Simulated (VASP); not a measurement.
A run of VASP 6.6.1 is set up as follows.

Contents of INCAR:

```
ALGO     = Normal         # electronic algorithm
EDIFF    = 1E-6           # SCF threshold, eV
EDIFFG   = -0.01          # ionic threshold
ENCUT    = 600            # plane-wave cutoff, eV
GGA      = PS             # functional
IBRION   = 2              # ionic algorithm
ISIF     = 3              # what is computed and relaxed
ISMEAR   = 1              # smearing method
LASPH    = T              # aspherical terms in the spheres
LCHARG   = F              # write CHGCAR
LREAL    = F              # projectors in reciprocal space
LWAVE    = F              # write WAVECAR
NELM     = 60             # most SCF steps
NSW      = 80             # ionic steps
PREC     = Accurate       # precision mode
SIGMA    = 0.02           # smearing width, eV
```

The input KPOINTS:

```
k-points
0
Gamma
  9 9 5
```

Contents of POSCAR:

```
Mg
1.0
    3.2093000000      0.0000000000      0.0000000000
   -1.6046500000      2.7793350000      0.0000000000
    0.0000000000      0.0000000000      5.2103000000
Mg
2
Direct
    0.3333333333      0.6666666667      0.2500000000
    0.6666666667      0.3333333333      0.7500000000
```

Potentials or basis: VASP PAW PBE potentials, release 64 (Mg).

The run is started by

```bash
$ cat potpaw_PBE.64/Mg/POTCAR > POTCAR
$ mpirun -np 1 vasp_std > vasp.out
```

Problem. Estimate the relaxed volume.

Solution. 22.45 Å³/atom.

Problem. What does it give for the space group after relaxing (to 0.1 Å)?

Solution. P6_3/mmc (No. 194).

Problem. Predict the band gap on the k mesh.

Solution. Zero (bands 2 and 3 overlap by 2.24 eV).

Problem. What does it give for the relaxed cell?

Solution. a = 3.169 Å, b = 3.169 Å, c = 5.163 Å, α = 90.00°, β = 90.00°, γ = 120.00°.

Final structure:
```
CELL_PARAMETERS angstrom
3.16910 0.00000 0.00000
-1.58455 2.74452 0.00000
0.00000 0.00000 5.16318
ATOMIC_POSITIONS crystal
Mg 0.33333 0.66667 0.25000
Mg 0.66667 0.33333 0.75000
```

Caveat: the PAW data sets were made with another functional, which shifts forces and pressure a little.
